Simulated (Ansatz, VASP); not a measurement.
CdSe4 in VASP and in Ansatz

```xyz
5
Lattice="-3.1997 3.1997 3.1997 3.1997 -3.1997 3.1997 3.1997 3.1997 -3.1997" Properties=species:S:1:pos:R:3 pbc="T T T"
Cd    0.0000    0.0000    0.0000
Se    1.5999    1.5999   -1.5999
Se    1.5999   -1.5999    1.5999
Se   -1.5999    1.5999    1.5999
Se    1.5999    1.5999    1.5999
```

Change from the starting cell: species swapped into the CrGa4 type (Im-3m, No. 229).

Alike in both runs: functional PBE; k mesh 4 × 4 × 4; occupations gaussian, width 0.2 eV; no spin polarisation.

Ansatz relaxed the structure, and its values are those at the end. VASP's run is a single point on that final structure, the one shown.

|  | VASP | Ansatz |
| --- | --- | --- |
| version | VASP 6.6.1 | Ansatz 0.2.0 |
| potentials or method | VASP PAW PBE potentials, release 64 (Cd, Se), cutoff 500 eV | scalar-relativistic, plane waves, PAW |
| valence electrons in the cell | 36 | 84 |

|  | VASP | Ansatz | Ansatz less VASP |
| --- | --- | --- | --- |
| gap on the k mesh at the Fermi level (eV) | none | none | - |
| pressure (GPa) | 0.1 | -0.1 | -0.20 |

A gap of «none» marks a metal or a gap that the smearing closes. VASP's potentials hold 36 valence electrons a cell and Ansatz's 84, so a difference there can come from the potentials and not from the codes.
